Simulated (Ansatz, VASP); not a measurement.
Two plane-wave programs on SnSe2

File INCAR:

```
SYSTEM = SnSe2
PREC = Accurate
ENCUT = 520
EDIFF = 1E-6
ISMEAR = 0
SIGMA = 0.1
LREAL = .FALSE.
LASPH = .TRUE.
NELM = 100
ALGO = Normal
ISIF = 2
LWAVE = .FALSE.
LCHARG = .FALSE.
GGA = CA
NBANDS = 20
```

Contents of KPOINTS:

```
regular mesh
0
G
  6 6 4
  0 0 0
```

POSCAR

```
SnSe2
1.0
    3.8110000000      0.0000000000      0.0000000000
   -1.9055000000      3.3004228138      0.0000000000
    0.0000000000      0.0000000000      6.1360000000
Sn Se
1 2
Direct
    0.0000000000      0.0000000000      0.0000000000
    0.3333333333      0.6666666667      0.2490000000
    0.6666666667      0.3333333333      0.7510000000
```

Input for Ansatz:

```yaml
crystal:
  lattice:
    - [3.811, 0.0, 0.0]
    - [-1.9055, 3.3004228138, 0.0]
    - [0.0, 0.0, 6.136]
  atoms:
    - { symbol: Sn, position: [0.0, 0.0, 0.0] }
    - { symbol: Se, position: [0.3333333333, 0.6666666667, 0.249] }
    - { symbol: Se, position: [0.6666666667, 0.3333333333, 0.751] }
basis:
  ecutwfc: 420
kpoints:
  mp_grid: { grid: [6, 6, 4] }
hamiltonian:
  xc: lda
scf:
  occupations: { method: gaussian, width: 0.1 }
output:
  forces: true
  stress: true
  eigenvalues: true
```

Alike in both runs: task single point; functional LDA; k mesh 6 × 6 × 4; occupations gaussian, width 0.1 eV; no spin polarisation.

|  | VASP | Ansatz |
| --- | --- | --- |
| version | VASP 6.6.1 | Ansatz 0.2.0 |
| potentials or method | VASP PAW LDA potentials, release 64 (Sn_d, Se), cutoff 520 eV | scalar-relativistic, plane waves, PAW |
| valence electrons in the cell | 26 | 46 |

|  | VASP | Ansatz | Ansatz less VASP |
| --- | --- | --- | --- |
| gap on the k mesh at the Fermi level (eV) | 0.69 | 0.69 | -0.003 |
| least direct gap on the mesh (eV) | 0.89 | 0.88 | -0.017 |
| pressure (GPa) | 1.0 | 0.8 | -0.19 |
| traceless stress, the component that is largest in VASP (GPa) | 1.01 | 1.01 | +0.005 |
| rms of the force components (eV/Å) | 0.234 | 0.221 | -0.0131 |

LDA's correlation is that of Perdew and Zunger in VASP and of Perdew and Wang (1992) in Ansatz. Atom by atom the forces differ by 0.013 eV/Å (rms over components). VASP's potentials hold 26 valence electrons a cell and Ansatz's 46, so a difference there can come from the potentials and not from the codes.
